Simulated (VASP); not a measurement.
Input of a VASP 6.6.1 run:

Contents of INCAR:

```
SYSTEM = CeO2
PREC     = Accurate       ! precision mode
ENCUT    = 520            ! plane-wave cutoff, eV
EDIFF    = 1E-6           ! SCF threshold, eV
ISMEAR   = 0              ! smearing method
SIGMA    = 0.05           ! smearing width, eV
LREAL    = .FALSE.        ! projectors in reciprocal space
LASPH    = .TRUE.         ! aspherical terms in the spheres
NELM     = 60             ! most SCF steps
ALGO     = Normal         ! electronic algorithm
ISIF     = 2              ! what is computed and relaxed
LWAVE    = .FALSE.        ! write WAVECAR
LCHARG   = .FALSE.        ! write CHGCAR
GGA      = PS             ! functional
NBANDS   = 19             ! bands
```

Contents of KPOINTS:

```
regular mesh
0
G
  12 12 12
  0 0 0
```

Contents of POSCAR:

```
CeO2
1.0
    0.0000000000      2.6625322034      2.6625322034
    2.6625322034      0.0000000000      2.6625322034
    2.6625322034      2.6625322034      0.0000000000
Ce O
1 2
Direct
    0.0000000000      0.0000000000      0.0000000000
    0.2500000000      0.2500000000      0.2500000000
    0.7500000000      0.7500000000      0.7500000000
```

Potentials or basis: VASP PAW PBE potentials, release 64 (Ce, O).

Launch:

```bash
$ cat potpaw_PBE.64/Ce/POTCAR potpaw_PBE.64/O/POTCAR > POTCAR
$ mpirun -np 1 vasp_std > vasp.out
```

(1) What does it give for the pressure?

(2) Predict the band gap on the k mesh.

## Answers

(1) 8.6 GPa.

(2) 2.09 eV (least direct gap 2.20 eV).

Caveat: the cell stands under pressure; the PAW data sets were made with another functional, which shifts forces and pressure a little; spin-orbit coupling is left out, which moves the levels of the heavy elements; semilocal functionals describe open f shells poorly, which spoils levels, moments and volumes.
